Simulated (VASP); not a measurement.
ZnSe (Stilleite):

```
Se Zn
1.0
     0.00000    2.87109    2.87109
     2.87109    0.00000    2.87109
     2.87109    2.87109    0.00000
Se Zn
1 1
Direct
  0.75000 0.75000 0.75000
  0.00000 0.00000 0.00000
```

Base run:

| Property | Result |
| --- | --- |
| Program | VASP 6.6.1 |
| Functional | r2SCAN |
| Dispersion | D4 |
| Potentials or basis | VASP PAW PBE potentials, release 64 (Se, Zn) |
| Cutoff | 520 eV |
| k mesh | 8 × 8 × 8 |
| Occupations | fermi-dirac, width 0.05 eV |
| Spin | no spin polarisation |

Its results: band gap on the k mesh 1.70 eV, direct; pressure -3.0 GPa.

The run is repeated on the same cell with these changes: functional from r2SCAN to PBE. What comes out?

Band gap on the k mesh 1.13 eV, direct; pressure -2.3 GPa.

r2SCAN gives the wider gap, since meta-GGAs in the generalised Kohn-Sham scheme recover part of the derivative discontinuity.

Caveats: the PAW data sets were made with another functional, which shifts forces and pressure a little (some runs).

